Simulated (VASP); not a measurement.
# Hg: single point with LDA

Hg:

```xyz
1
Lattice="1.7463 1.0082 2.1479 -1.7463 1.0082 2.1479 0.0000 -2.0165 2.1479" Properties=species:S:1:pos:R:3 pbc="T T T"
Hg   -1.7463    1.0082    2.1479
```

* Program: VASP 6.6.1
* Task: single point
* Functional: LDA
* Potentials or basis: VASP PAW LDA potentials, release 64 (Hg_sv_GW)
* Cutoff: 500 eV
* k mesh: 11 × 11 × 11
* Occupations: fermi-dirac, width 0.1 eV
* Spin: no spin polarisation

| Item | Value |
| --- | --- |
| Pressure | -1.1 GPa |
| Band gap on the k mesh | zero (band 10 reaches 7.34 eV, above the bottom of band 11 at 4.59 eV) |

Stress tensor (GPa, compression positive):
```
-1.19  0.00  0.00
 0.00 -1.19  0.00
 0.00  0.00 -1.03
```

Levels at points of the mesh, in eV from the Fermi level:
| k point | band 7 | band 8 | band 9 | band 10 | band 11 | band 12 | band 13 | band 14 |
| --- | --- | --- | --- | --- | --- | --- | --- | --- |
| (0.00, 0.00, 0.00) | -7.99 | -6.31 | -6.20 | -6.20 | 11.57 | 12.23 | 12.23 | 17.08 |

Wall time 30 s on 1 thread of Intel(R) Xeon(R) Platinum 8488C (Sapphire Rapids), with other jobs on the host, peak memory 0.18 GiB.

Caveat: spin-orbit coupling is left out, which moves the levels of the heavy elements.
